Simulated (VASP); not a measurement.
Set up this calculation in VASP 6.6.1, as the native input.

* Task: single point
* Functional: LDA
* Potentials or basis: VASP PAW LDA potentials, release 64 (Ti_sv, Al)
* Cutoff: 520 eV
* k mesh: 10 × 10 × 10
* Occupations: fermi-dirac, width 0.05 eV
* Spin: no spin polarisation
* Dipole correction: no
* Further INCAR settings: ALGO = Normal; EDIFF = 1e-07; NBANDS = 18

The structure of TiAl3 lies in POSCAR:

```
TiAl3
1.0
   -1.9111067713      1.9111067713      4.2806687947
    1.9111067713     -1.9111067713      4.2806687947
    1.9111067713      1.9111067713     -4.2806687947
Ti Al
1 3
Direct
    0.0000000000      0.0000000000      0.0000000000
    0.2500000000      0.7500000000      0.5000000000
    0.7500000000      0.2500000000      0.5000000000
    0.5000000000      0.5000000000      0.0000000000
```

One way to write it, as run:

INCAR

```
SYSTEM = TiAl3
PREC = Accurate
ENCUT = 520
EDIFF = 1E-7
ISMEAR = -1
SIGMA = 0.05
LREAL = .FALSE.
LASPH = .TRUE.
NELM = 80
ALGO = Normal
ISIF = 2
LWAVE = .FALSE.
LCHARG = .FALSE.
GGA = CA
NBANDS = 18
```

KPOINTS

```
Automatic mesh
0
G
  10 10 10
  0 0 0
```

Potentials or basis: VASP PAW LDA potentials, release 64 (Ti_sv, Al).

Launch:

```console
$ cat potpaw_LDA.64/Ti_sv/POTCAR potpaw_LDA.64/Al/POTCAR > POTCAR
$ mpirun -np 1 vasp_std > vasp.out
```

Results of the run:

The pressure is -3.3 GPa.

Run time: 3.4 min on 1 thread of Intel(R) Xeon(R) Platinum 8488C (Sapphire Rapids) (shared host), peak memory 0.27 GiB.
